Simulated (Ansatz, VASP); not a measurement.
# Zn: VASP beside Ansatz

```
Zn
1.0
     2.81314    0.00000    0.00000
    -1.40657    2.43625    0.00000
     0.00000    0.00000    4.43876
Zn
2
Direct
  0.33333 0.66667 0.25000
  0.66667 0.33333 0.75000
```

Alike in both runs: task single point; functional PBEsol; k mesh 24 × 24 × 12; occupations gaussian, width 0.15 eV; no spin polarisation.

|  | VASP | Ansatz |
| --- | --- | --- |
| version | VASP 6.6.1 | Ansatz 0.2.0 |
| potentials or method | VASP PAW PBE potentials, release 64 (Zn), cutoff 520 eV | scalar-relativistic, plane waves, PAW |
| valence electrons in the cell | 24 | 24 |

```csv
,VASP,Ansatz,Ansatz less VASP
gap on the k mesh at the Fermi level (eV),none,none,-
pressure (GPa),-5.8,-6.1,-0.31
"traceless stress, the component that is largest in VASP (GPa)",0.82,0.79,-0.036
```

VASP's potentials were made for PBE, not for PBEsol. A gap of «none» marks a metal or a gap that the smearing closes.
